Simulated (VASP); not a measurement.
**RbBr: relaxation of cell and atoms with LDA**

Crystal: RbBr.

```
CELL_PARAMETERS angstrom
3.96751 0.00000 0.00000
0.00000 3.96751 0.00000
0.00000 0.00000 3.96751
ATOMIC_POSITIONS crystal
Rb 0.00000 0.00000 0.00000
Br 0.50000 0.50000 0.50000
```

- Program: VASP 6.6.1
- Task: relaxation of cell and atoms
- Functional: LDA
- Potentials or basis: VASP PAW LDA potentials, release 64 (Rb_sv, Br)
- Cutoff: 600 eV
- k mesh: 6 × 6 × 6
- Occupations: gaussian, width 0.02 eV
- Spin: no spin polarisation
- Dipole correction: no
- Further INCAR settings: ALGO = Normal; EDIFF = 1e-06; IBRION = 2; EDIFFG = -0.005; NSW = 100; ISIF = 3

```
Relaxed volume                        : 31.33 Å³/atom
Relaxed cell                          : a = 3.972 Å, b = 3.972 Å, c = 3.972 Å, α = 90.00°, β = 90.00°, γ = 90.00°
Space group after relaxing (to 0.1 Å) : Pm-3m (No. 221)
Energy gained by relaxing             : 0.0 meV/atom
Ionic steps                           : 3
Pressure after relaxing               : 0.0 GPa
Band gap on the k mesh                : 4.11 eV (least direct gap 4.27 eV)
```

Final structure:
```cif
data_structure
_symmetry_space_group_name_H-M 'P 1'
_symmetry_Int_Tables_number 1
_cell_length_a 3.9719
_cell_length_b 3.9719
_cell_length_c 3.9719
_cell_angle_alpha 90.000
_cell_angle_beta 90.000
_cell_angle_gamma 90.000
_cell_volume 62.66
loop_
_atom_site_label
_atom_site_type_symbol
_atom_site_fract_x
_atom_site_fract_y
_atom_site_fract_z
_atom_site_occupancy
Rb1 Rb 0.00000 0.00000 0.00000 1
Br1 Br 0.50000 0.50000 0.50000 1
```

Levels at points of the mesh, in eV from the valence-band top:
| k point | band 4 | band 5 | band 6 | band 7 | band 8 | band 9 | band 10 | band 11 | band 12 |
| --- | --- | --- | --- | --- | --- | --- | --- | --- | --- |
| (0.00, 0.00, 0.00) | -8.84 | -8.84 | -0.16 | -0.16 | -0.16 | 4.11 | 5.14 | 5.14 | 10.11 |
| (0.50, 0.00, 0.00) | -8.76 | -8.76 | -2.13 | -0.31 | -0.31 | 6.60 | 7.36 | 8.00 | 8.49 |
| (0.50, 0.50, 0.00) | -9.31 | -8.71 | -1.20 | -1.20 | 0.00 | 5.02 | 6.05 | 7.84 | 7.84 |
| (0.50, 0.50, 0.50) | -9.17 | -9.17 | -1.70 | -1.70 | -1.70 | 8.37 | 8.37 | 8.37 | 9.76 |

Run time: 7.4 s on 1 thread of Intel(R) Xeon(R) 6975P-C (Granite Rapids), on a shared host, peak memory 0.17 GiB.

A k mesh can miss the band edges.
